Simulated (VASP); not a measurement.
A run of VASP 6.6.1 is set up as follows.

File INCAR:

```
  PREC = Accurate
  ENCUT = 520
  EDIFF = 1E-6
  ISMEAR = 0
  SIGMA = 0.1
  LREAL = F
  LASPH = T
  NELM = 60
  ALGO = Normal
  ISIF = 2
  LWAVE = F
  LCHARG = F
  GGA = CA
  NBANDS = 43
```

KPOINTS

```
Automatic mesh
0
Gamma
  12 12 4
```

The input POSCAR:

```
Nb2AlC
1.0
    3.0744485438      0.0000000000      0.0000000000
   -1.5372242719      2.6625505415      0.0000000000
    0.0000000000      0.0000000000     13.7445818888
Al Nb C
2 4 2
Direct
    0.3333333333      0.6666666667      0.7500000000
    0.6666666667      0.3333333333      0.2500000000
    0.3333333333      0.6666666667      0.0892697514
    0.6666666667      0.3333333333      0.5892697514
    0.6666666667      0.3333333333      0.9107302486
    0.3333333333      0.6666666667      0.4107302486
    0.0000000000      0.0000000000      0.0000000000
    0.0000000000      0.0000000000      0.5000000000
```

Potentials or basis: VASP PAW LDA potentials, release 64 (Al, Nb_sv, C).

The run is started by

```bash
$ cat potpaw_LDA.64/Al/POTCAR potpaw_LDA.64/Nb_sv/POTCAR potpaw_LDA.64/C/POTCAR > POTCAR
$ mpirun -np 1 vasp_std > vasp.out
```

Q: What does it give for the pressure?

A: 0.0 GPa.

Q: Predict the largest force.

A: 0.007 eV/Å.

Q: Estimate the band gap on the k mesh.

A: Zero (bands 33 and 34 overlap by 2.54 eV).

Forces in eV/Å, atoms in the order of the input:
```
Al   0.000  0.000  0.000
Al   0.000  0.000  0.000
Nb   0.000  0.000  0.007
Nb   0.000  0.000  0.007
Nb   0.000  0.000 -0.007
Nb   0.000  0.000 -0.007
C    0.000  0.000  0.000
C    0.000  0.000  0.000
```
